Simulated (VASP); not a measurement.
# CsBa3 in VASP: further runs, part 2 of 3

VASP 6.6.1. Earlier steps stand in the parts before.

## 4. Single point, PBE

This run uses another cell than the first one, of 70.46 Å³/atom.

The input, INCAR:

```
SYSTEM = CsBa3
PREC = Accurate ; ENCUT = 520
EDIFF = 1E-6 ; ISMEAR = 1
SIGMA = 0.15 ; LREAL = .FALSE.
LASPH = .TRUE. ; NELM = 80
ALGO = Normal ; ISIF = 2
LWAVE = .FALSE. ; LCHARG = .TRUE.
GGA = PE ; LELF = .TRUE.
LVHAR = .TRUE. ; NBANDS = 28
```

The input, KPOINTS:

```
regular mesh
0
G
  4 4 4
  0 0 0
```

The input, POSCAR:

```
CsBa3
1.0
    0.0000000000      5.1951775800      5.2212840000
    5.1951775800      0.0000000000      5.2212840000
    5.1951775800      5.1951775800      0.0000000000
Cs Ba
1 3
Direct
    0.0000000000      0.0000000000      0.0000000000
    0.2500000000      0.2500000000      0.2500000000
    0.7500000000      0.7500000000      0.7500000000
    0.5000000000      0.5000000000      0.5000000000
```

The run is started by

```sh
> cat potpaw_PBE.64/Cs_sv/POTCAR potpaw_PBE.64/Ba_sv/POTCAR > POTCAR
> mpirun -np 1 vasp_std > vasp.out
```

Run time: 68 s. Hardware: 1 thread of Intel Xeon 6975P-C (Granite Rapids), shared host; peak memory 0.45 GiB.

The run converged. Its results:

| Item | Value |
| --- | --- |
| Free energy | -5.9395 eV |
| Pressure | 0.1 GPa |
| Band gap on the k mesh | zero (an odd number of electrons rules out a gap without spin polarisation) |

Levels at points of the mesh, in eV from the Fermi level:
```csv
k point,band 18,band 19,band 20,band 21,band 22,band 23
"(0.00, 0.00, 0.00)",-0.27,-0.26,0.61,0.62,0.62,0.62
"(0.50, 0.00, 0.00)",-0.99,0.36,0.37,0.40,0.46,0.47
"(0.50, 0.50, 0.00)",-0.82,-0.72,-0.41,0.68,0.78,0.78
"(0.50, 0.00, 0.50)",-0.81,-0.72,-0.41,0.69,0.80,0.80
```

Caveat: spin-orbit coupling is left out, which moves the levels of the heavy elements.

## 5. Single point, PBE

This run uses another cell than the first one, of 71.88 Å³/atom.

The input, INCAR:

```
SYSTEM = CsBa3
ALGO = Normal
EDIFF = 1E-7
ENCUT = 520
GGA = PE
ISIF = 2
ISMEAR = 1
LASPH = .TRUE.
LCHARG = .FALSE.
LREAL = .FALSE.
LWAVE = .FALSE.
NBANDS = 28
NELM = 60
PREC = Accurate
SIGMA = 0.15
```

The input, KPOINTS:

```
k-points
0
G
  4 4 4
  0 0 0
```

The input, POSCAR:

```
CsBa3
1.0
    0.0000000000      5.2473904200      5.2212840000
    5.2473904200      0.0000000000      5.2212840000
    5.2473904200      5.2473904200      0.0000000000
Cs Ba
1 3
Direct
    0.0000000000      0.0000000000      0.0000000000
    0.2500000000      0.2500000000      0.2500000000
    0.7500000000      0.7500000000      0.7500000000
    0.5000000000      0.5000000000      0.5000000000
```

Potentials or basis: VASP PAW PBE potentials, release 64 (Cs_sv, Ba_sv).

The run is started by

```sh
> cat potpaw_PBE.64/Cs_sv/POTCAR potpaw_PBE.64/Ba_sv/POTCAR > POTCAR
> mpirun -np 1 vasp_std > vasp.out
```

OUTCAR:

```text
SYSTEM = CsBa3
   EDIFF = 1E-7
   ENCUT = 520
   GGA = PE
   ISIF = 2
   ISMEAR = 1
   LASPH = .TRUE.
   LREAL = .FALSE.
   NELM = 60
   PREC = Accurate

 ion  position               nearest neighbor table
   1  0.000  0.000  0.000-
   2  0.250  0.250  0.250-   4 4.54   4 4.54   4 4.54   4 4.54
   3  0.750  0.750  0.750-   4 4.54   4 4.54   4 4.54   4 4.54
   4  0.500  0.500  0.500-   2 4.54   2 4.54   3 4.54   3 4.54   3 4.54   3 4.54   2 4.54   2 4.54

  LATTYP: Found a body centered tetragonal cell.
 ALAT       =     7.4209306990
 C/A-ratio  =     1.4071776740

  Lattice vectors:

 A1 = (   0.0000000000,  -5.2473904200,  -5.2212840000)
 A2 = (   0.0000000000,   5.2473904200,  -5.2212840000)
 A3 = (   5.2473904200,   0.0000000000,   5.2212840000)

Analysis of symmetry for initial positions (statically):
=====================================================================
 Subroutine PRICEL returns:
 Original cell was already a primitive cell.

 Routine SETGRP: Setting up the symmetry group for a
 body centered tetragonal supercell.

 Subroutine GETGRP returns: Found 16 space group operations
 (whereof 16 operations were pure point group operations)
 out of a pool of 16 trial point group operations.

The static configuration has the point symmetry D_4h.

Analysis of symmetry for dynamics (positions and initial velocities):
=====================================================================
 Subroutine PRICEL returns:
 Original cell was already a primitive cell.

 Routine SETGRP: Setting up the symmetry group for a
 body centered tetragonal supercell.

 Subroutine GETGRP returns: Found 16 space group operations
 (whereof 16 operations were pure point group operations)
[... 108 lines left out ...]
   EFERMI =   0.00;   METHOD = LEGACY
   ISMEAR =     1;   SIGMA  =   0.15  broadening in eV -4-tet -1-fermi 0-gaus
   EFERMI_NEDOS =   21; number of points for ismear=-14 and -15
   IALGO  =     38    algorithm
   IMIX   =      4    mixing-type and parameters
     AMIX     =   0.40;   BMIX     =  1.00
     AMIX_MAG =   1.60;   BMIX_MAG =  1.00
  volume/ion in A,a.u.               =      71.88       485.10
  Fermi-wavevector in a.u.,A,eV,Ry     =   0.841134  1.589512  9.626201  0.707506
  Thomas-Fermi vector in A             =   1.955629
   LORBIT       =      0    0 simple, 1 ext, 2 COOP (PROOUT), +10 PAW based schemes
   GGA     = PE    functional components
   LHFCALC =     F    Hartree Fock is set to
   AEXX    =    0.0000 exact exchange contribution
   IVDW    =     0    specifies the selected vdW correction
   LEPSILON=     F    determine dielectric tensor
   LRPA    =     F    only Hartree local field effects (RPA)
 non-spin polarized calculation
 Methfessel and Paxton  Order N= 1 SIGMA  =   0.15
  energy-cutoff  :      520.00
  volume of cell :      287.54
 maximum number of plane-waves:      7775
   NGX = 27   NGY = 27   NGZ = 27

 number of electron      39.0000000 magnetization

 Free energy of the ion-electron system (eV)
  ---------------------------------------------------
  ext. energy  EPLUGINS =         0.00000000
  ---------------------------------------------------
  free energy    TOTEN  =        -5.94228659 eV

  energy without entropy =       -5.91516661  energy(sigma->0) =       -5.93324660

 E-fermi :   1.2913     XC(G=0):  -6.9466

 val. band max:        1.2781701948   @ k =   0.2500   0.2500   0.0000
 cond. band min:       1.3139367483   @ k =  -0.2500   0.2500   0.0000
 fundamental gap:      0.0357665535
 Fermi energy:         1.2912857531

 k-point     1 :       0.0000    0.0000    0.0000
  band No.  band energies     occupation
      1     -27.9868      2.00000
      2     -27.9810      2.00000
      3     -27.8345      2.00000
      4     -21.5154      2.00000
      5     -13.1555      2.00000
      6     -13.1540      2.00000
[... 392 lines left out ...]
     27       2.5111     -0.00000
     28       2.8954     -0.00000

------------------------ aborting loop because EDIFF is reached ----------------------------------------

  FORCE on cell =-STRESS in cart. coord.  units (eV):
  Direction    XX          YY          ZZ          XY          YZ          ZX
  --------------------------------------------------------------------------------------
  -------------------------------------------------------------------------------------
  Total        0.0512040      0.0512040      0.0449661      0.0000000      0.0000000      0.0000000
  in kB        0.2853122      0.2853122      0.2505540      0.0000000      0.0000000      0.0000000
  external PRESSURE =       0.2737261 kB  Pullay stress =       0.0000000 kB

 VOLUME and BASIS-vectors are now :
 -----------------------------------------------------------------------------
  energy-cutoff  :      520.00
  volume of cell :      287.54
      direct lattice vectors                 reciprocal lattice vectors
     0.000000000  5.247390420  5.221284000    -0.095285458  0.095285458  0.095761885
     5.247390420  0.000000000  5.221284000     0.095285458 -0.095285458  0.095761885
     5.247390420  5.247390420  0.000000000     0.095285458  0.095285458 -0.095761885

 POSITION                                       TOTAL-FORCE (eV/Angst)
 -----------------------------------------------------------------------------------
      0.00000      0.00000      0.00000         0.000000     -0.000000     -0.000000
      2.62370      2.62370      2.61064         0.000000      0.000000     -0.000000
      7.87109      7.87109      7.83193        -0.000000     -0.000000      0.000000
      5.24739      5.24739      5.22128         0.000000     -0.000000     -0.000000
 -----------------------------------------------------------------------------------
    total drift:                               -0.000000      0.000000      0.000000

  FREE ENERGIE OF THE ION-ELECTRON SYSTEM (eV)
  ---------------------------------------------------
  free  energy   TOTEN  =        -5.9422865882 eV

  energy  without entropy=       -5.9151666111  energy(sigma->0) =       -5.93324660
```

OSZICAR:

```text
N       E                     dE             d eps       ncg     rms          rms(c)
DAV:   1     0.312548624974E+03    0.31255E+03   -0.15012E+04   728   0.111E+03
DAV:   2     0.240522967610E+02   -0.28850E+03   -0.28389E+03  1068   0.219E+02
DAV:   3    -0.484593220818E+01   -0.28898E+02   -0.28592E+02  1020   0.727E+01
DAV:   4    -0.594092226513E+01   -0.10950E+01   -0.10893E+01  1016   0.123E+01
DAV:   5    -0.596745410073E+01   -0.26532E-01   -0.26508E-01  1000   0.195E+00    0.234E+00
DAV:   6    -0.594690579480E+01    0.20548E-01   -0.49486E-02   972   0.930E-01    0.137E+00
DAV:   7    -0.594184277784E+01    0.50630E-02   -0.67814E-02   920   0.115E+00    0.145E-01
DAV:   8    -0.594223567521E+01   -0.39290E-03   -0.30529E-03  1000   0.282E-01    0.529E-02
DAV:   9    -0.594226422683E+01   -0.28552E-04   -0.25534E-04   968   0.599E-02    0.183E-02
DAV:  10    -0.594228406045E+01   -0.19834E-04   -0.38588E-05   932   0.281E-02    0.548E-03
DAV:  11    -0.594228692549E+01   -0.28650E-05   -0.37145E-06   916   0.867E-03    0.142E-03
DAV:  12    -0.594228662282E+01    0.30267E-06   -0.43144E-07   752   0.230E-03    0.419E-04
DAV:  13    -0.594228658818E+01    0.34640E-07   -0.23978E-08   496   0.737E-04
   1 F= -.59422866E+01 E0= -.59332466E+01  d E =-.271200E-01
```

stdout:

```text
POSCAR found type information on POSCAR CsBa
 POSCAR found :  2 types and       4 ions
 scaLAPACK will be used
 LDA part: xc-table for (Slater+PW92), standard interpolation
 POSCAR, INCAR and KPOINTS ok, starting setup
 FFT: planning ... GRIDC
 FFT: planning ... GRID_SOFT
 FFT: planning ... GRID
 WAVECAR not read
 entering main loop
```

Wall time 80 s (1 thread of Intel Xeon 6975P-C (Granite Rapids), shared host); peak memory 0.45 GiB.

Results:

| Item | Value |
| --- | --- |
| Free energy | -5.9423 eV |
| Pressure | 0.0 GPa |
| Band gap on the k mesh | zero (an odd number of electrons rules out a gap without spin polarisation) |

Caveat: spin-orbit coupling is left out, which moves the levels of the heavy elements.

(Continued in part 3 of 3.)

The gap in the log of VASP goes by the Fermi energy; the results here count the filled bands.